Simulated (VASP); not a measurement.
Crystal: KI.

```xyz
2
Lattice="4.2909 0.0000 0.0000 0.0000 4.2909 0.0000 0.0000 0.0000 4.2909" Properties=species:S:1:pos:R:3 pbc="T T T"
K     0.0000    0.0000    0.0000
I     2.1455    2.1455    2.1455
```

Base run:

| Property | Result |
| --- | --- |
| Program | VASP 6.6.1 |
| Functional | PBE0 |
| Potentials or basis | VASP PAW PBE potentials, release 64 (K_sv, I) |
| Cutoff | 520 eV |
| k mesh | 4 × 4 × 4 |
| Occupations | gaussian, width 0.01 eV |
| Spin | no spin polarisation |

Its results: band gap on the k mesh 5.00 eV (least direct gap 5.40 eV); pressure 0.2 GPa.

Task: The run is repeated on the same cell with these changes: functional from PBE0 to HSE06; further incar settings from ALGO = Normal; EDIFF = 1e-06; NBANDS = 15 to ALGO = Normal; EDIFF = 1e-07; NBANDS = 15. What comes out?

Result: Band gap on the k mesh 4.30 eV (least direct gap 4.69 eV); pressure 0.3 GPa.

Caveats: the structure was generated, so it needn't be the stable form of KI; the PAW data sets were made with another functional, which shifts forces and pressure a little; spin-orbit coupling is left out, which moves the levels of the heavy elements.

A k mesh can miss the band edges.
